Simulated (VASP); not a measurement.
Set up this calculation in VASP 6.6.1, as the native input.

* Task: single point
* Functional: PBEsol
* Potentials or basis: VASP PAW PBE potentials, release 64 (Ta_pv, Si)
* Cutoff: 520 eV
* k mesh: 8 × 8 × 8
* Occupations: gaussian, width 0.1 eV
* Spin: no spin polarisation
* Dipole correction: no
* Further INCAR settings: ALGO = Fast; EDIFF = 1e-07; NBANDS = 35

The structure of Ta2Si lies in POSCAR:

```
Ta2Si
1.0
   -3.0877629443      3.0877629443      2.5236412193
    3.0877629443     -3.0877629443      2.5236412193
    3.0877629443      3.0877629443     -2.5236412193
Ta Si
4 2
Direct
    0.6635932100      0.8364067900      0.5000000000
    0.8364067900      0.3364067900      0.1728135800
    0.3364067900      0.1635932100      0.5000000000
    0.1635932100      0.6635932100      0.8271864200
    0.2500000000      0.2500000000      0.0000000000
    0.7500000000      0.7500000000      0.0000000000
```

These files were run (other wordings do the same):

INCAR

```
SYSTEM = Ta2Si
ALGO = Fast
EDIFF = 1E-7
ENCUT = 520
GGA = PS
ISIF = 2
ISMEAR = 0
LASPH = .TRUE.
LCHARG = .FALSE.
LREAL = .FALSE.
LWAVE = .FALSE.
NBANDS = 35
NELM = 80
PREC = Accurate
SIGMA = 0.1
```

KPOINTS

```
k-points
0
G
  8 8 8
  0 0 0
```

Potentials or basis: VASP PAW PBE potentials, release 64 (Ta_pv, Si).

Launch:

```console
$ cat potpaw_PBE.64/Ta_pv/POTCAR potpaw_PBE.64/Si/POTCAR > POTCAR
$ mpirun -np 1 vasp_std > vasp.out
```

Results of the run:

The pressure is -2.9 GPa. The largest force is 0.044 eV/Å and the band gap on the k mesh is zero (bands 26 and 27 overlap by 0.69 eV).

Caveat: the PAW data sets were made with another functional, which shifts forces and pressure a little; spin-orbit coupling is left out, which moves the levels of the heavy elements.

It took 7.4 min on 1 thread of Intel Xeon 8259CL (shared host), peak memory 0.34 GiB.
